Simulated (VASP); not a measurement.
Set up this calculation in VASP 6.6.1, as the native input.

| Quantity | Value |
| --- | --- |
| Task | single point |
| Functional | PBE |
| Potentials or basis | VASP PAW PBE potentials, release 64 (Ge_d, Pt) |
| Cutoff | 520 eV |
| k mesh | 24 × 24 × 12 |
| Occupations | gaussian, width 0.1 eV |
| Spin | no spin polarisation |
| Dipole correction | no |
| Further INCAR settings | ALGO = Normal; EDIFF = 1e-06; NBANDS = 19 |

The structure of GePt lies in POSCAR:

```
GePt
1.0
    2.8058694896      0.0000000000      0.0000000000
   -1.4029347448      2.4299542577      0.0000000000
    0.0000000000      0.0000000000      5.0890253613
Ge Pt
1 1
Direct
    0.0000000000      0.0000000000      0.0000000000
    0.0000000000      0.0000000000      0.5000000000
```

The cell was built from a structure type or drawn by symmetry, and may not be a known phase.

The input as run:

INCAR

```
SYSTEM = GePt
  ALGO = Normal
  EDIFF = 1E-6
  ENCUT = 520
  GGA = PE
  ISIF = 2
  ISMEAR = 0
  LASPH = .True.
  LCHARG = .False.
  LREAL = .False.
  LWAVE = .False.
  NBANDS = 19
  NELM = 100
  PREC = Accurate
  SIGMA = 0.1
```

KPOINTS

```
k-points
0
Gamma
  24 24 12
  0 0 0
```

Potentials or basis: VASP PAW PBE potentials, release 64 (Ge_d, Pt).

Run with:

```sh
$ cat potpaw_PBE.64/Ge_d/POTCAR potpaw_PBE.64/Pt/POTCAR > POTCAR
$ mpirun -np 1 vasp_std > vasp.out
```

It gave:

```
Pressure               : 0.0 GPa
Band gap on the k mesh : zero (bands 12 and 13 overlap by 1.91 eV)
```

Caveat: spin-orbit coupling is left out, which moves the levels of the heavy elements.

It took 79 s on 1 thread of Intel(R) Xeon(R) 6975P-C (Granite Rapids), on a shared host, peak memory 0.4 GiB.
